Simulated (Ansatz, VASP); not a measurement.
**Two plane-wave programs on Ge**

Contents of POSCAR:

```
Ge
1.0
    4.0759897844      0.0000000000      0.0000000000
   -2.0379948922      3.5299106989      0.0000000000
    0.0000000000      0.0000000000      6.7288103778
Ge
4
Direct
    0.3333333333      0.6666666667      0.9370987500
    0.6666666667      0.3333333333      0.4370987500
    0.3333333333      0.6666666667      0.5629012500
    0.6666666667      0.3333333333      0.0629012500
```

INCAR.step1

```
SYSTEM = Ge
PREC     = Accurate       ! precision mode
ENCUT    = 520            ! plane-wave cutoff, eV
ISMEAR   = -1             ! smearing method
SIGMA    = 0.05           ! smearing width, eV
LREAL    = .False.        ! projectors in reciprocal space
LASPH    = .True.         ! aspherical terms in the spheres
NELM     = 100            ! most SCF steps
NBANDS   = 36             ! bands
GGA      = PE             ! functional
ALGO     = Normal         ! electronic algorithm
EDIFF    = 1E-4           ! SCF threshold, eV
LWAVE    = .True.         ! write WAVECAR
LCHARG   = .False.        ! write CHGCAR
```

INCAR.step2

```
SYSTEM = Ge
PREC     = Accurate       ! precision mode
ENCUT    = 520            ! plane-wave cutoff, eV
EDIFF    = 1E-6           ! SCF threshold, eV
ISMEAR   = -1             ! smearing method
SIGMA    = 0.05           ! smearing width, eV
LREAL    = .False.        ! projectors in reciprocal space
LASPH    = .True.         ! aspherical terms in the spheres
NELM     = 100            ! most SCF steps
ALGO     = Normal         ! electronic algorithm
ISIF     = 2              ! what is computed and relaxed
LWAVE    = .False.        ! write WAVECAR
LCHARG   = .False.        ! write CHGCAR
METAGGA  = R2SCAN         ! meta-GGA
LMIXTAU  = .True.       
NBANDS   = 36             ! bands
ISTART   = 1
```

The input KPOINTS:

```
regular mesh
0
Gamma
  8 8 4
  0 0 0
```

input.yaml

```yaml
crystal:
  lattice:
    - [4.0759897844, 0.0, 0.0]
    - [-2.0379948922, 3.5299106989, 0.0]
    - [0.0, 0.0, 6.7288103778]
  atoms:
    - { symbol: Ge, position: [0.3333333333, 0.6666666667, 0.93709875] }
    - { symbol: Ge, position: [0.6666666667, 0.3333333333, 0.43709875] }
    - { symbol: Ge, position: [0.3333333333, 0.6666666667, 0.56290125] }
    - { symbol: Ge, position: [0.6666666667, 0.3333333333, 0.06290125] }
hamiltonian:
  xc: r2scan
  pseudopotentials: { kind: paw }
kpoints:
  mp_grid: { grid: [8, 8, 4] }
scf:
  occupations: { method: fermi_dirac, width: 0.05 }
output:
  forces: true
  stress: true
  eigenvalues: true
  write_density: true
  write_potential: true
  elf: true
  volumetric_format: npy
```

Alike in both runs: task single point; functional r2SCAN; k mesh 8 × 8 × 4; occupations fermi-dirac, width 0.05 eV; no spin polarisation.

```csv
,VASP,Ansatz
version,VASP 6.6.1,Ansatz 0.2.0
potentials or method,"VASP PAW PBE potentials, release 64 (Ge_d)",Ansatz PAW
plane-wave cutoff (eV),520,500
valence electrons in the cell,56,56
```

```tsv
	VASP	Ansatz	Ansatz less VASP
gap on the k mesh at the Fermi level (eV)	0.08	0.06	-0.017
least direct gap on the mesh (eV)	0.08	0.06	-0.017
pressure (GPa)	-3.5	-3.6	-0.01
traceless stress, the component that is largest in VASP (GPa)	-0.05	-0.03	+0.026
rms of the force components (eV/Å)	0.004	0.003	-0.0011
```

VASP's potentials were made for PBE, not for r2SCAN. Atom by atom the forces differ by 0.001 eV/Å (rms over components). With one functional, cell and mesh, what is left measures potentials, basis and numerics.
